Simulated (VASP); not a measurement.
# ZrBrCl in VASP: a series of runs

The runs below take ZrBrCl through single point, with PBE.

Everything below comes from runs of VASP 6.6.1. Logs are shortened: lines on timing, memory, paths and dates and some standing lists are left out, and cuts for length are marked.

### Step 1. The cell of the first run

The cell holds a sheet with vacuum, 3 atoms: a = 3.420 Å, b = 3.420 Å, c = 31.193 Å, α = 90.00°, β = 90.00°, γ = 120.00°.

### Step 2. Single point, PBE

Input file INCAR:

```
PREC = Accurate ; ENCUT = 520
EDIFF = 1E-6 ; ISMEAR = 0
SIGMA = 0.1 ; LREAL = F
LASPH = T ; NELM = 100
ALGO = Normal ; ISIF = 2
LWAVE = F ; LCHARG = T
LDIPOL = T ; IDIPOL = 3
DIPOL = 0.5 0.5 0.271 ; GGA = PE
LELF = T ; LVHAR = T
LVACPOTAV = T ; NBANDS = 20
```

Input file KPOINTS:

```
Automatic mesh
0
Gamma
  18 18 1
```

Input file POSCAR:

```
ZrBrCl
1.0
    3.4199455799      0.0000002400      0.0000000000
   -1.7099729978      2.9617596318      0.0000000000
    0.0000000000      0.0000000000     31.1927135339
Zr Br Cl
1 1 1
Direct
    0.0000000000      0.0000000000      0.2695405498
    0.6666666667      0.3333333333      0.3315894148
    0.3333333333      0.6666666667      0.2129063003
```

Potentials or basis: VASP PAW PBE potentials, release 64 (Zr_sv, Br, Cl).

On the command line:

```sh
$ cat potpaw_PBE.64/Zr_sv/POTCAR potpaw_PBE.64/Br/POTCAR potpaw_PBE.64/Cl/POTCAR > POTCAR
$ mpirun -np 1 vasp_std > vasp.out
```

OUTCAR:

```text
PREC = Accurate
   ENCUT = 520
   EDIFF = 1E-6
   ISMEAR = 0
   LREAL = F
   LASPH = T
   NELM = 100
   ISIF = 2
   GGA = PE

 ion  position               nearest neighbor table
   1  0.000  0.000  0.270-   3 2.65   3 2.65   3 2.65   2 2.76   2 2.76   2 2.76
   2  0.667  0.333  0.332-   1 2.76   1 2.76   1 2.76
   3  0.333  0.667  0.213-   1 2.65   1 2.65   1 2.65

  LATTYP: Found a hexagonal cell.
 ALAT       =     3.4199455799
 C/A-ratio  =     9.1208216052

  Lattice vectors:

 A1 = (   3.4199455799,   0.0000002400,   0.0000000000)
 A2 = (  -1.7099729978,   2.9617596318,   0.0000000000)
 A3 = (   0.0000000000,   0.0000000000,  31.1927135339)

Analysis of symmetry for initial positions (statically):
=====================================================================
 Subroutine PRICEL returns:
 Original cell was already a primitive cell.

 Routine SETGRP: Setting up the symmetry group for a
 hexagonal supercell.

 Subroutine GETGRP returns: Found  6 space group operations
 (whereof  6 operations were pure point group operations)
 out of a pool of 24 trial point group operations.

The static configuration has the point symmetry C_3v.

Analysis of symmetry for dynamics (positions and initial velocities):
=====================================================================
 Subroutine PRICEL returns:
 Original cell was already a primitive cell.

 Routine SETGRP: Setting up the symmetry group for a
 hexagonal supercell.

 Subroutine GETGRP returns: Found  6 space group operations
 (whereof  6 operations were pure point group operations)
 out of a pool of 24 trial point group operations.

The dynamic configuration has the point symmetry C_3v.

 Subroutine INISYM returns: Found  6 space group operations
 (whereof  6 operations are pure point group operations),
 and found     1 'primitive' translations

----------------------------------------------------------------------------------------

                                     Primitive cell

  volume of cell :     315.9528

  direct lattice vectors                    reciprocal lattice vectors
     3.419945580  0.000000240  0.000000000     0.292402302  0.168818575  0.000000000
    -1.709972998  2.961759632  0.000000000    -0.000000024  0.337637109  0.000000000
     0.000000000  0.000000000 31.192713534     0.000000000  0.000000000  0.032058769

  length of vectors
     3.419945580  3.419945580 31.192713534     0.337637109  0.337637109  0.032058769

  position of ions in fractional coordinates (direct lattice)
     0.000000000  0.000000000  0.269540550
     0.666666667  0.333333333  0.331589415
     0.333333333  0.666666667  0.212906300

  ion indices of the primitive-cell ions
   primitive index   ion index
                 1           1
                 2           2
                 3           3

----------------------------------------------------------------------------------------

 KPOINTS: Automatic mesh

Automatic generation of k-mesh.
 Grid dimensions read from file:
 generate k-points for:   18   18    1

 Generating k-lattice:

  Cartesian coordinates                     Fractional coordinates (reciprocal lattice)
     0.016244572  0.009378810  0.000000000     0.055555556 -0.000000000  0.000000000
    -0.000000001  0.018757617  0.000000000     0.000000000  0.055555556  0.000000000
     0.000000000  0.000000000  0.032058769     0.000000000  0.000000000  1.000000000

  Length of vectors
     0.018757617  0.018757617  0.032058769

  Shift w.r.t. Gamma in fractional coordinates (k-lattice)
     0.000000000  0.000000000  0.000000000

 Subroutine IBZKPT returns following result:
 ===========================================

 Found     37 irreducible k-points:

 Following reciprocal coordinates:
            Coordinates               Weight
  0.000000  0.000000  0.000000      1.000000
  0.055556  0.000000  0.000000      6.000000
  0.111111  0.000000  0.000000      6.000000
  0.166667 -0.000000  0.000000      6.000000
  0.222222  0.000000  0.000000      6.000000
  0.277778 -0.000000  0.000000      6.000000
[... 16 lines left out ...]
  0.333333  0.111111  0.000000     12.000000
  0.388889  0.111111  0.000000     12.000000
 [... further k-points ...]
   k-points           NKPTS =     37   k-points in BZ     NKDIM =     37   number of bands    NBANDS=     20
   number of dos      NEDOS =    301   number of ions     NIONS =      3
   total plane-waves  NPLWV = 188160
   dimension x,y,z NGX =    28 NGY =   28 NGZ =  240
   dimension x,y,z NGXF=    56 NGYF=   56 NGZF=  480
   ions per type =               1   1   1
   NGX,Y,Z   is equivalent  to a cutoff of  13.61, 13.61, 12.79 a.u.
   NGXF,Y,Z  is equivalent  to a cutoff of  27.22, 27.22, 25.58 a.u.
 SYSTEM =  unknown system
   PREC   = accura    normal or accurate (medium, high low for compatibility)
   ISTART =      0    job   : 0-new  1-cont  2-samecut
   ICHARG =      2    charge: 1-file 2-atom 10-const
   ISPIN  =      1    spin polarized calculation?
   LNONCOLLINEAR =      F non collinear calculations
   LSORBIT =      F    spin-orbit coupling
   LASPH  =      T    aspherical Exc in radial PAW
   ENCUT  =  520.0 eV  38.22 Ry    6.18 a.u.   6.36  6.36 58.00*2*pi/ulx,y,z
   NELM   =    100;   NELMIN=  2; NELMDL= -5     # of ELM steps
   EDIFF  = 0.1E-05   stopping-criterion for ELM
   LREAL  =      F    real-space projection
   EDIFFG = 0.1E-04   stopping-criterion for IOM
   NSW    =      0    number of steps for IOM
   IBRION =     -1    ionic relax: 0-MD 1-quasi-New 2-CG
   NFREE  =      0    steps in history (QN), initial steepest desc. (CG)
   ISIF   =      2    stress and relaxation
   ISYM   =      2    0-nonsym 1-usesym 2-fastsym
   POTIM  = 0.5000    time-step for ionic-motion
   TEBEG  =    0.0;   TEEND  =   0.0 temperature during run
   PSTRESS=    0.0 pullay stress
   NELECT =      26.0000    total number of electrons
   NUPDOWN=      -1.0000    fix difference up-down
   EMIN   =  10.00;   EMAX   =-10.00  energy-range for DOS
   EFERMI =   0.00;   METHOD = LEGACY
   ISMEAR =     0;   SIGMA  =   0.10  broadening in eV -4-tet -1-fermi 0-gaus
   EFERMI_NEDOS =   21; number of points for ismear=-14 and -15
   IALGO  =     38    algorithm
   IMIX   =      4    mixing-type and parameters
     AMIX     =   0.40;   BMIX     =  1.00
     AMIX_MAG =   1.60;   BMIX_MAG =  1.00
  volume/ion in A,a.u.               =     105.32       710.72
  Fermi-wavevector in a.u.,A,eV,Ry     =   0.712074  1.345625  6.898829  0.507050
  Thomas-Fermi vector in A             =   1.799354
   LORBIT       =      0    0 simple, 1 ext, 2 COOP (PROOUT), +10 PAW based schemes
   GGA     = PE    functional components
   LHFCALC =     F    Hartree Fock is set to
   AEXX    =    0.0000 exact exchange contribution
   IVDW    =     0    specifies the selected vdW correction
   LEPSILON=     F    determine dielectric tensor
   LRPA    =     F    only Hartree local field effects (RPA)
 non-spin polarized calculation
 Gauss-broadening in eV      SIGMA  =   0.10
  energy-cutoff  :      520.00
  volume of cell :      315.95
 maximum number of plane-waves:      8569
 NGX is ok and might be reduce to    28
   NGX = 13   NGY = 13   NGZ =115

 number of electron      26.0000000 magnetization

 dipolmoment           0.000000      0.000000     -0.020048 electrons x Angstroem

 Free energy of the ion-electron system (eV)
  ---------------------------------------------------
  ext. energy  EPLUGINS =         0.00000000
  ---------------------------------------------------
  free energy    TOTEN  =       -16.13671843 eV

  energy without entropy =      -16.13127349  energy(sigma->0) =      -16.13399596

 E-fermi :  -1.7724     XC(G=0):  -2.4789

 val. band max:       -1.7976439706   @ k =   0.1667   0.1111   0.0000
 cond. band min:      -1.7581166368   @ k =   0.2778   0.2778   0.0000
 fundamental gap:      0.0395273339
 Fermi energy:        -1.7724332855

 k-point     1 :       0.0000    0.0000    0.0000
  band No.  band energies     occupation
      1     -51.5711      2.00000
      2     -29.7344      2.00000
      3     -29.4116      2.00000
      4     -29.4116      2.00000
      5     -19.2083      2.00000
      6     -18.7480      2.00000
[... 12 lines left out ...]
     19       1.7315      0.00000
     20       2.1699      0.00000

 k-point     2 :       0.0556    0.0000    0.0000
  band No.  band energies     occupation
      1     -51.5698      2.00000
      2     -29.7309      2.00000
      3     -29.4260      2.00000
      4     -29.4147      2.00000
      5     -19.1849      2.00000
      6     -18.7365      2.00000
[... 12 lines left out ...]
     19       1.8194      0.00000
     20       2.2299      0.00000

 k-point     3 :       0.1111    0.0000    0.0000
  band No.  band energies     occupation
      1     -51.5659      2.00000
      2     -29.7207      2.00000
      3     -29.4673      2.00000
      4     -29.4236      2.00000
      5     -19.1181      2.00000
      6     -18.7019      2.00000
[... 12 lines left out ...]
     19       2.0404      0.00000
     20       2.3999      0.00000

 k-point     4 :       0.1667   -0.0000    0.0000
  band No.  band energies     occupation
      1     -51.5600      2.00000
      2     -29.7052      2.00000
      3     -29.5298      2.00000
      4     -29.4372      2.00000
      5     -19.0184      2.00000
      6     -18.6432      2.00000
[... 12 lines left out ...]
     19       2.3538      0.00000
     20       2.6647      0.00000

 k-point     5 :       0.2222    0.0000    0.0000
  band No.  band energies     occupation
      1     -51.5528      2.00000
      2     -29.6865      2.00000
      3     -29.6050      2.00000
      4     -29.4538      2.00000
      5     -18.9037      2.00000
      6     -18.5580      2.00000
[... 12 lines left out ...]
     19       2.6987      0.00000
     20       2.9723      0.00000
[... 353 lines left out ...]
      6     -18.4121      2.00000
[... 12 lines left out ...]
     19       3.1352      0.00000
     20       3.4861      0.00000

 k-point    22 :       0.2778    0.1111    0.0000
  band No.  band energies     occupation
      1     -51.5358      2.00000
      2     -29.7564      2.00000
      3     -29.6403      2.00000
      4     -29.5150      2.00000
      5     -18.6785      2.00000
      6     -18.2890      2.00000
[... 12 lines left out ...]
     19       3.5460      0.00000
     20       3.9329      0.00000

 k-point    23 :       0.3333    0.1111    0.0000
  band No.  band energies     occupation
      1     -51.5302      2.00000
      2     -29.8071      2.00000
      3     -29.6254      2.00000
      4     -29.5325      2.00000
      5     -18.6187      2.00000
      6     -18.1756      2.00000
[... 12 lines left out ...]
     19       3.8584      0.00000
     20       4.3286      0.00000

 k-point    24 :       0.3889    0.1111    0.0000
  band No.  band energies     occupation
      1     -51.5266      2.00000
      2     -29.8400      2.00000
      3     -29.6155      2.00000
      4     -29.5441      2.00000
      5     -18.5821      2.00000
      6     -18.0958      2.00000
[... 12 lines left out ...]
     19       3.7423      0.00000
     20       4.7606      0.00000

 [... further k-points ...]
[... 5 lines left out ...]
  --------------------------------------------------------------------------------------
  -------------------------------------------------------------------------------------
  Total       -0.0073519     -0.0073519      0.0056781      0.0000000      0.0000000      0.0000000
  in kB       -0.0372810     -0.0372810      0.0287931      0.0000000      0.0000000      0.0000000
  external PRESSURE =      -0.0152563 kB  Pullay stress =       0.0000000 kB

 VOLUME and BASIS-vectors are now :
 -----------------------------------------------------------------------------
  energy-cutoff  :      520.00
  volume of cell :      315.95
      direct lattice vectors                 reciprocal lattice vectors
     3.419945580  0.000000240  0.000000000     0.292402302  0.168818575  0.000000000
    -1.709972998  2.961759632  0.000000000    -0.000000024  0.337637109  0.000000000
     0.000000000  0.000000000 31.192713534     0.000000000  0.000000000  0.032058769

 POSITION                                       TOTAL-FORCE (eV/Angst)
 -----------------------------------------------------------------------------------
      0.00000      0.00000      8.40770         0.000000     -0.000000      0.003297
      1.70997      0.98725     10.34317         0.000000     -0.000000      0.006286
     -0.00000      1.97451      6.64113        -0.000000      0.000000     -0.009583
 -----------------------------------------------------------------------------------
    total drift:                                0.000000     -0.000000     -0.000025

  FREE ENERGIE OF THE ION-ELECTRON SYSTEM (eV)
  ---------------------------------------------------
  free  energy   TOTEN  =       -16.1367184280 eV

  energy  without entropy=      -16.1312734895  energy(sigma->0) =      -16.13399596

 vacuum level on the upper side and lower side of the slab         2.114         2.472
```

Run time: 6.6 min. Hardware: 1 thread of AMD EPYC 7R43 (Zen 3), shared host; peak memory 0.58 GiB.

Results:

| Item | Value |
| --- | --- |
| Free energy | -16.1367 eV |
| Largest force | 0.010 eV/Å |
| Band gap on the k mesh | zero (band 13 reaches -1.27 eV, above the bottom of band 14 at -1.95 eV) |

Forces on the atoms (eV/Å):
```
Zr   0.000  0.000  0.003
Br   0.000  0.000  0.006
Cl   0.000  0.000 -0.010
```

Levels at points of the mesh, in eV from the Fermi level:
```
           k point  band 10  band 11  band 12  band 13  band 14  band 15  band 16  band 17
(0.00, 0.00, 0.00)    -4.32    -2.82    -2.82    -1.00     0.55     0.55     2.21     2.21
(0.50, 0.00, 0.00)    -4.84    -4.78    -3.69    -1.66     2.47     2.72     3.17     3.21
```

### Step 3. Single point, PBE

This run uses another cell than the first one, of 100.56 Å³/atom, 0.955 times its volume.

Input file INCAR:

```
ALGO = Normal
DIPOL = 0.5 0.5 0.285
EDIFF = 1E-6
ENCUT = 520
GGA = PE
IDIPOL = 3
ISIF = 2
ISMEAR = 0
LASPH = True
LCHARG = True
LDIPOL = True
LELF = True
LREAL = False
LVACPOTAV = True
LVHAR = True
LWAVE = False
NBANDS = 20
NELM = 100
PREC = Accurate
SIGMA = 0.1
```

Input file KPOINTS:

```
k-points
0
Gamma
  18 18 1
```

Input file POSCAR:

```
ZrBrCl
1.0
    3.4233164954      0.0000002402      0.0000000000
   -1.7116584557      2.9646789301      0.0000000000
    0.0000000000      0.0000000000     29.7259341200
Zr Br Cl
1 1 1
Direct
    0.0000000000      0.0000000000      0.2826519574
    0.6666666667      0.3333333333      0.3479497606
    0.3333333333      0.6666666667      0.2236018847
```

Potentials or basis: VASP PAW PBE potentials, release 64 (Zr_sv, Br, Cl).

On the command line:

```sh
$ cat potpaw_PBE.64/Zr_sv/POTCAR potpaw_PBE.64/Br/POTCAR potpaw_PBE.64/Cl/POTCAR > POTCAR
$ mpirun -np 1 vasp_std > vasp.out
```

Wall time 6.2 min (1 thread of AMD EPYC 7R43 (Zen 3), shared host); peak memory 0.56 GiB.

Results (log left out):

```
Free energy            : -16.1361 eV
Largest force          : 0.129 eV/Å
Band gap on the k mesh : zero (band 13 reaches -1.15 eV, above the bottom of band 14 at -1.83 eV)
```

Forces in eV/Å, atoms in the order of the input:
```
Zr   0.000  0.000  0.129
Br   0.000  0.000 -0.044
Cl   0.000  0.000 -0.085
```

Levels at points of the mesh, in eV from the Fermi level:
```tsv
k point	band 9	band 10	band 11	band 12	band 13	band 14	band 15	band 16	band 17	band 18
(0.00, 0.00, 0.00)	-4.37	-4.37	-2.81	-2.81	-0.99	0.54	0.54	2.20	2.20	2.57
(0.50, 0.00, 0.00)	-5.81	-4.89	-4.78	-3.68	-1.66	2.46	2.71	3.15	3.19	3.56
```
